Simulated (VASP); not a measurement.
Set up this calculation in VASP 6.6.1, as the native input.

- Task: single point
- Functional: PBEsol
- Dispersion: D3(BJ)
- Potentials or basis: VASP PAW PBE potentials, release 64 (Mo_sv, S)
- Cutoff: 520 eV
- k mesh: 14 × 14 × 3
- Occupations: gaussian, width 0.15 eV
- Spin: no spin polarisation
- Dipole correction: no
- Further INCAR settings: ALGO = Fast; EDIFF = 1e-06; NBANDS = 49

The structure of MoS2 lies in POSCAR:

```
MoS2
1.0
   -3.0798097231      0.0000000000      0.0000000000
   -1.5399048616     -2.6671934590      0.0000000000
   -0.4619714585     -0.2667193459     20.1911508765
Mo S
3 6
Direct
    0.6523141146      0.6523141146      0.1435255206
    0.9282257554     -0.0717742446      0.7177424464
    0.2902699350      0.2902699350      0.4306339835
    0.5869198994      0.5869198994      0.7974676732
    0.9489640790     -0.0510359210      0.5103592103
    0.3110082586      0.3110082586      0.2232507474
    0.6315757910      0.6315757910      0.3509087567
    0.9936199706     -0.0063800294      0.0638002938
    0.2695316114      0.2695316114      0.6380172196
```

This cell differs from its parent crystal: the part above a cut slid along it.

One way to write it, as run:

INCAR

```
ALGO = Fast ; EDIFF = 1E-6
ENCUT = 520 ; GGA = PS
ISIF = 2 ; ISMEAR = 0
IVDW = 12 ; LASPH = True
LCHARG = False ; LREAL = False
LWAVE = False ; NBANDS = 49
NELM = 100 ; PREC = Accurate
SIGMA = 0.15
```

KPOINTS

```
k-points
0
Gamma
  14 14 3
```

Potentials or basis: VASP PAW PBE potentials, release 64 (Mo_sv, S).

Run with:

```sh
$ cat potpaw_PBE.64/Mo_sv/POTCAR potpaw_PBE.64/S/POTCAR > POTCAR
$ mpirun -np 1 vasp_std > vasp.out
```

It gave:

```yaml
Pressure: 0.1 GPa
Largest_force: 0.096 eV/Å
Band_gap_on_the_k_mesh: zero (bands 39 and 40 overlap by 0.44 eV)
Dispersion_energy_per_atom: -0.370 eV
```

Caveat: the cell differs from its parent crystal (the part above a cut slid along it); the PAW data sets were made with another functional, which shifts forces and pressure a little.

Run time: 58 min on 1 thread of Oxide Virtual Turin-like Processor (shared host), peak memory 0.93 GiB.
